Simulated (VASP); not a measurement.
# CaI (P6_3mc) in VASP: single point with PBE

Aim: the single point of CaI with PBE.

Program: VASP 6.6.1. These are calculated values, not measurements. Logs are shortened: lines on timing, memory, paths and dates and some standing lists are left out, and cuts for length are marked.

## (1) The cell of the first run

The structure is hexagonal, space group P6_3mc (No. 186). Conventional cell: a = 4.108 Å, b = 4.108 Å, c = 9.879 Å, α = 90.00°, β = 90.00°, γ = 120.00°. Within 3.9 Å of Ca (site symmetry 3m) lie 4 I at 2.93 to 3.23 Å. I (site symmetry 3m) has 4 Ca at 2.93 to 3.23 Å within 3.9 Å.

## (2) Single point, PBE (Br replaced by I, lengths x 1.039, strained)

INCAR reads:

```
PREC = Accurate
ENCUT = 520
EDIFF = 1E-6
ISMEAR = 0
SIGMA = 0.1
LREAL = F
LASPH = T
NELM = 80
ALGO = Normal
ISIF = 2
LWAVE = F
LCHARG = T
GGA = PE
LELF = T
LVHAR = T
NBANDS = 25
```

KPOINTS reads:

```
regular mesh
0
Gamma
  12 12 4
```

POSCAR reads:

```
CaI
1.0
    4.1080071304      0.0000000000      0.0000000000
   -2.0540035651      3.5576385338      0.0000000000
    0.0000000000      0.0000000000      9.8792988871
Ca I
2 2
Direct
    0.3333333300      0.6666666700      0.3508509886
    0.6666666700      0.3333333300      0.8508509886
    0.3333333300      0.6666666700      0.0241490114
    0.6666666700      0.3333333300      0.5241490114
```

Potentials or basis: VASP PAW PBE potentials, release 64 (Ca_sv, I).

Launch:

```console
$ cat potpaw_PBE.64/Ca_sv/POTCAR potpaw_PBE.64/I/POTCAR > POTCAR
$ mpirun -np 1 vasp_std > vasp.out
```

OUTCAR:

```text
PREC = Accurate
   ENCUT = 520
   EDIFF = 1E-6
   ISMEAR = 0
   LREAL = F
   LASPH = T
   NELM = 80
   ISIF = 2
   GGA = PE

 ion  position               nearest neighbor table
   1  0.333  0.667  0.351-   4 2.93   4 2.93   4 2.93   3 3.23
   2  0.667  0.333  0.851-   3 2.93   3 2.93   3 2.93   4 3.23
   3  0.333  0.667  0.024-   2 2.93   2 2.93   2 2.93   1 3.23
   4  0.667  0.333  0.524-   1 2.93   1 2.93   1 2.93   2 3.23

  LATTYP: Found a hexagonal cell.
 ALAT       =     4.1080071304
 C/A-ratio  =     2.4048884468

  Lattice vectors:

 A1 = (   4.1080071304,   0.0000000000,   0.0000000000)
 A2 = (  -2.0540035651,   3.5576385338,   0.0000000000)
 A3 = (   0.0000000000,   0.0000000000,   9.8792988871)

Analysis of symmetry for initial positions (statically):
=====================================================================
 Subroutine PRICEL returns:
 Original cell was already a primitive cell.

 Routine SETGRP: Setting up the symmetry group for a
 hexagonal supercell.

 Subroutine GETGRP returns: Found 12 space group operations
 (whereof  6 operations were pure point group operations)
 out of a pool of 24 trial point group operations.

The static configuration has the point symmetry C_3v.
 The point group associated with its full space group is C_6v.

Analysis of symmetry for dynamics (positions and initial velocities):
=====================================================================
 Subroutine PRICEL returns:
 Original cell was already a primitive cell.

 Routine SETGRP: Setting up the symmetry group for a
 hexagonal supercell.

 Subroutine GETGRP returns: Found 12 space group operations
 (whereof  6 operations were pure point group operations)
 out of a pool of 24 trial point group operations.

The dynamic configuration has the point symmetry C_3v.
 The point group associated with its full space group is C_6v.

 Subroutine INISYM returns: Found 12 space group operations
 (whereof  6 operations are pure point group operations),
 and found     1 'primitive' translations

----------------------------------------------------------------------------------------

                                     Primitive cell

  volume of cell :     144.3840

  direct lattice vectors                    reciprocal lattice vectors
     4.108007130  0.000000000  0.000000000     0.243427036  0.140542665  0.000000000
    -2.054003565  3.557638534  0.000000000     0.000000000  0.281085330  0.000000000
[... 83 lines left out ...]
   ISPIN  =      1    spin polarized calculation?
   LNONCOLLINEAR =      F non collinear calculations
   LSORBIT =      F    spin-orbit coupling
   LASPH  =      T    aspherical Exc in radial PAW
   ENCUT  =  520.0 eV  38.22 Ry    6.18 a.u.   7.64  7.64 18.37*2*pi/ulx,y,z
   NELM   =     80;   NELMIN=  2; NELMDL= -5     # of ELM steps
   EDIFF  = 0.1E-05   stopping-criterion for ELM
   LREAL  =      F    real-space projection
   EDIFFG = 0.1E-04   stopping-criterion for IOM
   NSW    =      0    number of steps for IOM
   IBRION =     -1    ionic relax: 0-MD 1-quasi-New 2-CG
   NFREE  =      0    steps in history (QN), initial steepest desc. (CG)
   ISIF   =      2    stress and relaxation
   ISYM   =      2    0-nonsym 1-usesym 2-fastsym
   POTIM  = 0.5000    time-step for ionic-motion
   TEBEG  =    0.0;   TEEND  =   0.0 temperature during run
   PSTRESS=    0.0 pullay stress
   NELECT =      34.0000    total number of electrons
   NUPDOWN=      -1.0000    fix difference up-down
   EMIN   =  10.00;   EMAX   =-10.00  energy-range for DOS
   EFERMI =   0.00;   METHOD = LEGACY
   ISMEAR =     0;   SIGMA  =   0.10  broadening in eV -4-tet -1-fermi 0-gaus
   EFERMI_NEDOS =   21; number of points for ismear=-14 and -15
   IALGO  =     38    algorithm
   IMIX   =      4    mixing-type and parameters
     AMIX     =   0.40;   BMIX     =  1.00
     AMIX_MAG =   1.60;   BMIX_MAG =  1.00
  volume/ion in A,a.u.               =      36.10       243.59
  Fermi-wavevector in a.u.,A,eV,Ry     =   1.010946  1.910412 13.905323  1.022012
  Thomas-Fermi vector in A             =   2.143966
   LORBIT       =      0    0 simple, 1 ext, 2 COOP (PROOUT), +10 PAW based schemes
   GGA     = PE    functional components
   LHFCALC =     F    Hartree Fock is set to
   AEXX    =    0.0000 exact exchange contribution
   IVDW    =     0    specifies the selected vdW correction
   LEPSILON=     F    determine dielectric tensor
   LRPA    =     F    only Hartree local field effects (RPA)
 non-spin polarized calculation
 Gauss-broadening in eV      SIGMA  =   0.10
  energy-cutoff  :      520.00
  volume of cell :      144.38
 maximum number of plane-waves:      3931
 NGX is ok and might be reduce to    32
   NGX = 15   NGY = 15   NGZ = 37

 number of electron      34.0000000 magnetization

 Free energy of the ion-electron system (eV)
  ---------------------------------------------------
  ext. energy  EPLUGINS =         0.00000000
  ---------------------------------------------------
  free energy    TOTEN  =        -9.80497041 eV

  energy without entropy =       -9.76648953  energy(sigma->0) =       -9.78572997

 E-fermi :   4.9745     XC(G=0):  -8.3388

 val. band max:        4.9662578711   @ k =   0.2500   0.2500   0.0000
 cond. band min:       4.9823940944   @ k =   0.2500   0.2500   0.2500
 fundamental gap:      0.0161362233
 Fermi energy:         4.9745277904

 k-point     1 :       0.0000    0.0000    0.0000
  band No.  band energies     occupation
      1     -37.1985      2.00000
      2     -37.1982      2.00000
      3     -18.3133      2.00000
      4     -18.2910      2.00000
      5     -18.2158      2.00000
      6     -18.2158      2.00000
[... 661 lines left out ...]
     24       7.7409      0.00000
     25       8.0558      0.00000

 [... further k-points ...]
[... 5 lines left out ...]
  --------------------------------------------------------------------------------------
  -------------------------------------------------------------------------------------
  Total        4.7222870      4.7222870      5.9219651      0.0000000      0.0000000      0.0000000
  in kB       52.4015126     52.4015126     65.7139073      0.0000000      0.0000000      0.0000000
  external PRESSURE =      56.8389775 kB  Pullay stress =       0.0000000 kB

 VOLUME and BASIS-vectors are now :
 -----------------------------------------------------------------------------
  energy-cutoff  :      520.00
  volume of cell :      144.38
      direct lattice vectors                 reciprocal lattice vectors
     4.108007130  0.000000000  0.000000000     0.243427036  0.140542665  0.000000000
    -2.054003565  3.557638534  0.000000000     0.000000000  0.281085330  0.000000000
     0.000000000  0.000000000  9.879298887     0.000000000  0.000000000  0.101221758

 POSITION                                       TOTAL-FORCE (eV/Angst)
 -----------------------------------------------------------------------------------
     -0.00000      2.37176      3.46616         0.000000      0.000000     -1.358236
      2.05400      1.18588      8.40581         0.000000     -0.000000     -1.358236
     -0.00000      2.37176      0.23858         0.000000     -0.000000      1.358236
      2.05400      1.18588      5.17822        -0.000000      0.000000      1.358236
 -----------------------------------------------------------------------------------
    total drift:                                0.000004     -0.000002     -0.001331

  FREE ENERGIE OF THE ION-ELECTRON SYSTEM (eV)
  ---------------------------------------------------
  free  energy   TOTEN  =        -9.8049704065 eV

  energy  without entropy=       -9.7664895260  energy(sigma->0) =       -9.78572997
```

OSZICAR:

```text
N       E                     dE             d eps       ncg     rms          rms(c)
DAV:   1     0.284594556389E+03    0.28459E+03   -0.15571E+04  2858   0.120E+03
DAV:   2     0.108985313146E+02   -0.27370E+03   -0.26482E+03  3292   0.320E+02
DAV:   3    -0.869175962659E+01   -0.19590E+02   -0.19368E+02  4705   0.703E+01
DAV:   4    -0.100541856454E+02   -0.13624E+01   -0.13549E+01  4935   0.166E+01
DAV:   5    -0.100917383770E+02   -0.37553E-01   -0.37545E-01  4225   0.210E+00    0.651E+00
DAV:   6    -0.982533024241E+01    0.26641E+00   -0.61101E-01  3757   0.432E+00    0.398E+00
DAV:   7    -0.980596387584E+01    0.19366E-01   -0.32313E-01  3942   0.313E+00    0.985E-01
DAV:   8    -0.980474869506E+01    0.12152E-02   -0.41590E-02  3495   0.138E+00    0.321E-01
DAV:   9    -0.980495650975E+01   -0.20781E-03   -0.19378E-03  4443   0.276E-01    0.169E-01
DAV:  10    -0.980494312947E+01    0.13380E-04   -0.40805E-04  3517   0.109E-01    0.630E-02
DAV:  11    -0.980496647738E+01   -0.23348E-04   -0.83990E-05  4993   0.447E-02    0.176E-02
DAV:  12    -0.980496850253E+01   -0.20251E-05   -0.77030E-06  3824   0.178E-02    0.509E-03
DAV:  13    -0.980497002532E+01   -0.15228E-05   -0.25878E-06  3393   0.899E-03    0.713E-03
DAV:  14    -0.980497040645E+01   -0.38113E-06   -0.21719E-07  2491   0.327E-03
   1 F= -.98049704E+01 E0= -.97857300E+01  d E =-.384809E-01
```

Wall time 4 min (1 thread of Oxide Virtual Turin-like, shared host); peak memory 0.34 GiB.

What came out:

| Item | Value |
| --- | --- |
| Free energy | -9.8050 eV |
| Pressure | 5.7 GPa |
| Largest force | 1.358 eV/Å |
| Band gap on the k mesh | zero (band 17 reaches 5.36 eV, above the bottom of band 18 at 4.73 eV) |

Forces on the atoms (eV/Å):
```
Ca   0.000  0.000 -1.358
Ca   0.000  0.000 -1.358
I    0.000  0.000  1.358
I    0.000  0.000  1.358
```

Caveat: the cell differs from its parent crystal (Br replaced by I, lengths x 1.039, strained); spin-orbit coupling is left out, which moves the levels of the heavy elements; forces of over 1 eV/Å act on the atoms, so gaps and moduli don't describe the material at rest.
